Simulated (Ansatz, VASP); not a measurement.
**Ag in VASP and in Ansatz**

Contents of INCAR:

```
PREC = Accurate
ENCUT = 520
EDIFF = 1E-7
ISMEAR = 0
SIGMA = 0.15
LREAL = False
LASPH = True
NELM = 80
ALGO = Normal
ISIF = 2
LWAVE = False
LCHARG = False
GGA = PE
NBANDS = 12
```

Contents of KPOINTS:

```
Automatic mesh
0
Gamma
  10 10 10
```

The input POSCAR:

```
Ag
1.0
    0.0000000000      2.0431000000      1.9920225000
    2.0431000000      0.0000000000      1.9920225000
    2.0431000000      2.0431000000      0.0000000000
Ag
1
Direct
    0.0000000000      0.0000000000      0.0000000000
```

Input for Ansatz:

```yaml
crystal:
  lattice:
    - [0.0, 2.0431, 1.9920225]
    - [2.0431, 0.0, 1.9920225]
    - [2.0431, 2.0431, 0.0]
  atoms:
    - { symbol: Ag, position: [0.0, 0.0, 0.0] }
basis:
  ecutwfc: 420
kpoints:
  mp_grid: { grid: [10, 10, 10] }
hamiltonian:
  xc: pbe
scf:
  occupations: { method: gaussian, width: 0.15 }
output:
  forces: true
  stress: true
  eigenvalues: true
```

Change from the starting cell: strain -0.0250 x Voigt [0, 0, 1, 0, 0, 0], atoms carried along.

Alike in both runs: task single point; functional PBE; k mesh 10 × 10 × 10; occupations gaussian, width 0.15 eV; no spin polarisation.

```csv
,VASP,Ansatz
version,VASP 6.6.1,Ansatz 0.2.0
potentials or method,"VASP PAW PBE potentials, release 64 (Ag), cutoff 520 eV","scalar-relativistic, plane waves, PAW"
valence electrons in the cell,11,19
```

|  | VASP | Ansatz | Ansatz less VASP |
| --- | --- | --- | --- |
| gap on the k mesh at the Fermi level (eV) | none | none | - |
| pressure (GPa) | 8.0 | 8.2 | +0.20 |
| traceless stress, the component that is largest in VASP (GPa) | 0.55 | 0.56 | +0.014 |

A gap of «none» marks a metal or a gap that the smearing closes. VASP's potentials hold 11 valence electrons a cell and Ansatz's 19, so a difference there can come from the potentials and not from the codes.
